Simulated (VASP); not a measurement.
# ScSi2 (Cmmm) in VASP: a series of runs, part 2 of 2

VASP 6.6.1. Earlier steps stand in the parts before.

## Step 3: Electric field gradients, PBE (shortest bond scaled by 0.7)

File INCAR:

```
PREC = Accurate
ENCUT = 520
EDIFF = 1E-8
ISMEAR = -1
SIGMA = 0.05
LREAL = F
LASPH = T
NELM = 60
ALGO = Normal
ISIF = 2
LWAVE = F
LCHARG = F
GGA = PE
LEFG = T
NBANDS = 16
```

File KPOINTS:

```
regular mesh
0
Gamma
  10 10 8
```

File POSCAR:

```
ScSi2
1.0
    3.6600000000      0.0000000000      0.0000000000
   -1.8300000000      3.1696529779      0.0000000000
    0.0000000000      0.0000000000      3.8700000000
Sc Si
1 2
Direct
    0.0000000000      0.0000000000      0.0000000000
    0.2333333333      0.6166666667      0.5000000000
    0.7666666667      0.3833333333      0.5000000000
```

Potentials or basis: VASP PAW PBE potentials, release 64 (Sc_sv, Si).

On the command line:

```
cat potpaw_PBE.64/Sc_sv/POTCAR potpaw_PBE.64/Si/POTCAR > POTCAR
mpirun -np 1 vasp_std > vasp.out
```

OUTCAR:

```text
PREC = Accurate
   ENCUT = 520
   EDIFF = 1E-8
   ISMEAR = -1
   LREAL = F
   LASPH = T
   NELM = 60
   ISIF = 2
   GGA = PE

 ion  position               nearest neighbor table
   1  0.000  0.000  0.000-   2 2.76   3 2.76   2 2.76   3 2.76   2 2.76   2 2.76   3 2.76   3 2.76
                             3 3.11   3 3.11   2 3.11   2 3.11
   2  0.233  0.617  0.500-   3 1.48   3 2.49   3 2.49   1 2.76   1 2.76   1 2.76   1 2.76   1 3.11
                             1 3.11
   3  0.767  0.383  0.500-   2 1.48   2 2.49   2 2.49   1 2.76   1 2.76   1 2.76   1 2.76   1 3.11
                             1 3.11

 -----------------------------------------------------------------------------
|                                                                             |
|           W    W    AA    RRRRR   N    N  II  N    N   GGGG   !!!           |
|           W    W   A  A   R    R  NN   N  II  NN   N  G    G  !!!           |
|           W    W  A    A  R    R  N N  N  II  N N  N  G       !!!           |
|           W WW W  AAAAAA  RRRRR   N  N N  II  N  N N  G  GGG   !            |
|           WW  WW  A    A  R   R   N   NN  II  N   NN  G    G                |
|           W    W  A    A  R    R  N    N  II  N    N   GGGG   !!!           |
|                                                                             |
|     The distance between some ions is very small. Please check the          |
|     nearest-neighbor list in the OUTCAR file.                               |
|     I HOPE YOU KNOW WHAT YOU ARE DOING!                                     |
|                                                                             |
 -----------------------------------------------------------------------------

  LATTYP: Found a hexagonal cell.
 ALAT       =     3.6600000000
 C/A-ratio  =     1.0573770492

  Lattice vectors:

 A1 = (   3.6600000000,   0.0000000000,   0.0000000000)
 A2 = (  -1.8300000000,   3.1696529779,   0.0000000000)
 A3 = (   0.0000000000,   0.0000000000,   3.8700000000)
[... 638 lines left out ...]

 [... further k-points ...]
[... 5 lines left out ...]
  --------------------------------------------------------------------------------------
  -------------------------------------------------------------------------------------
  Total       50.8349890     18.2830841     -0.1336508     28.1907766      0.0000000      0.0000000
  in kB     1814.1347752    652.4635751     -4.7695613   1006.0367701      0.0000000      0.0000000
  external PRESSURE =     820.6095963 kB  Pullay stress =       0.0000000 kB

 VOLUME and BASIS-vectors are now :
 -----------------------------------------------------------------------------
  energy-cutoff  :      520.00
  volume of cell :       44.90
      direct lattice vectors                 reciprocal lattice vectors
     3.660000000  0.000000000  0.000000000     0.273224044  0.157745975  0.000000000
    -1.830000000  3.169652978  0.000000000     0.000000000  0.315491950  0.000000000
     0.000000000  0.000000000  3.870000000     0.000000000  0.000000000  0.258397933

 POSITION                                       TOTAL-FORCE (eV/Angst)
 -----------------------------------------------------------------------------------
      0.00000      0.00000      0.00000        -0.000000     -0.000000      0.000000
     -0.27450      1.95462      1.93500        39.439211     22.770239      0.000000
      2.10450      1.21503      1.93500       -39.439211    -22.770239      0.000000
 -----------------------------------------------------------------------------------
    total drift:                                0.000000     -0.000000     -0.000000

  FREE ENERGIE OF THE ION-ELECTRON SYSTEM (eV)
  ---------------------------------------------------
  free  energy   TOTEN  =        -7.2404916941 eV

  energy  without entropy=       -7.2295527627  energy(sigma->0) =       -7.23502223

 Electric field gradients (V/A^2)
---------------------------------------------------------------------
 ion       V_xx      V_yy      V_zz      V_xy      V_xz      V_yz
---------------------------------------------------------------------
   1       3.133    -1.452    -1.681     3.969     0.000     0.000
   2     -37.029     8.103    28.926   -39.086     0.000     0.000
   3     -37.029     8.103    28.926   -39.086    -0.000     0.000
---------------------------------------------------------------------

 Electric field gradients after diagonalization (V/A^2)
 (convention: |V_zz| > |V_xx| > |V_yy|)
----------------------------------------------------------------------
 ion       V_xx      V_yy      V_zz     asymmetry (V_yy - V_xx)/ V_zz
----------------------------------------------------------------------
   1      -3.742    -1.681     5.424       0.380
   2      30.669    28.926   -59.595       0.029
   3      30.669    28.926   -59.595       0.029
----------------------------------------------------------------------

           NMR quadrupolar parameters

 Cq : quadrupolar parameter    Cq=e*Q*V_zz/h
 eta: asymmetry parameters     (V_yy - V_xx)/ V_zz
 Q  : nuclear electric quadrupole moment in mb (millibarn)
----------------------------------------------------------------------
 ion       Cq(MHz)       eta       Q (mb)
----------------------------------------------------------------------
   1       0.013       0.380       1.000
   2      -0.144       0.029       1.000
   3      -0.144       0.029       1.000
----------------------------------------------------------------------
```

OSZICAR:

```text
N       E                     dE             d eps       ncg     rms          rms(c)
DAV:   1     0.134565165769E+03    0.13457E+03   -0.82443E+03  4984   0.112E+03
DAV:   2    -0.420347097483E+01   -0.13877E+03   -0.13549E+03  5112   0.331E+02
DAV:   3    -0.115245184057E+02   -0.73210E+01   -0.71291E+01  8008   0.706E+01
DAV:   4    -0.116970072328E+02   -0.17249E+00   -0.17224E+00  6360   0.101E+01
DAV:   5    -0.117018049996E+02   -0.47978E-02   -0.47974E-02  7504   0.158E+00    0.125E+01
DAV:   6    -0.726196729725E+01    0.44398E+01   -0.14554E+01  8416   0.325E+01    0.550E+00
DAV:   7    -0.726499588827E+01   -0.30286E-02   -0.14868E+00  6120   0.702E+00    0.346E+00
DAV:   8    -0.724569922668E+01    0.19297E-01   -0.59452E-02  7016   0.172E+00    0.128E+00
DAV:   9    -0.724072199722E+01    0.49772E-02   -0.86357E-03  8136   0.846E-01    0.293E-01
DAV:  10    -0.724070139935E+01    0.20598E-04   -0.33401E-03  8128   0.594E-01    0.140E-01
DAV:  11    -0.724050933120E+01    0.19207E-03   -0.17213E-03  8352   0.400E-01    0.301E-02
DAV:  12    -0.724049214085E+01    0.17190E-04   -0.10938E-04  8152   0.105E-01    0.105E-02
DAV:  13    -0.724049205256E+01    0.88287E-07   -0.30327E-06  6872   0.118E-02    0.518E-03
DAV:  14    -0.724049174964E+01    0.30292E-06   -0.31830E-06  8080   0.178E-02    0.189E-03
DAV:  15    -0.724049169512E+01    0.54521E-07   -0.13011E-07  7800   0.295E-03    0.491E-04
DAV:  16    -0.724049169415E+01    0.97521E-09   -0.42483E-09  3368   0.400E-04
   1 F= -.72404917E+01 E0= -.72350222E+01  d E =-.109389E-01
```

stdout:

```text
POSCAR found type information on POSCAR ScSi
 POSCAR found :  2 types and       3 ions
 scaLAPACK will be used
 LDA part: xc-table for (Slater+PW92), standard interpolation
 -----------------------------------------------------------------------------
|                                                                             |
|           W    W    AA    RRRRR   N    N  II  N    N   GGGG   !!!           |
|           W    W   A  A   R    R  NN   N  II  NN   N  G    G  !!!           |
|           W    W  A    A  R    R  N N  N  II  N N  N  G       !!!           |
|           W WW W  AAAAAA  RRRRR   N  N N  II  N  N N  G  GGG   !            |
|           WW  WW  A    A  R   R   N   NN  II  N   NN  G    G                |
|           W    W  A    A  R    R  N    N  II  N    N   GGGG   !!!           |
|                                                                             |
|     The distance between some ions is very small. Please check the          |
|     nearest-neighbor list in the OUTCAR file.                               |
|     I HOPE YOU KNOW WHAT YOU ARE DOING!                                     |
|                                                                             |
 -----------------------------------------------------------------------------

 POSCAR, INCAR and KPOINTS ok, starting setup
 FFT: planning ... GRIDC
 FFT: planning ... GRID_SOFT
 FFT: planning ... GRID
 WAVECAR not read
 entering main loop
ion   1

ion   2

ion   3
```

It took 49 s on 1 thread of Intel Xeon 6975P-C (Granite Rapids), shared host; peak memory 0.24 GiB.

What came out:

```yaml
Free_energy: -7.2405 eV
Pressure: 82.1 GPa
Largest_force: 45.540 eV/Å
```

Forces on the atoms (eV/Å):
```
Sc    0.000   0.000   0.000
Si   39.439  22.770   0.000
Si  -39.439 -22.770   0.000
```

Electric field gradients, principal values (V/Å²):
```tsv
atom	least	middle	greatest (by size)
1 Sc	-1.681	-3.742	5.424
2 Si	28.926	30.669	-59.595
3 Si	28.926	30.669	-59.595
```

Caveat: the cell differs from its parent crystal (shortest bond scaled by 0.7); without QUAD_EFG the Cq values of the log hold for a quadrupole moment of 1 mb, not for the nuclei; forces of over 1 eV/Å act on the atoms, so gaps and moduli don't describe the material at rest.
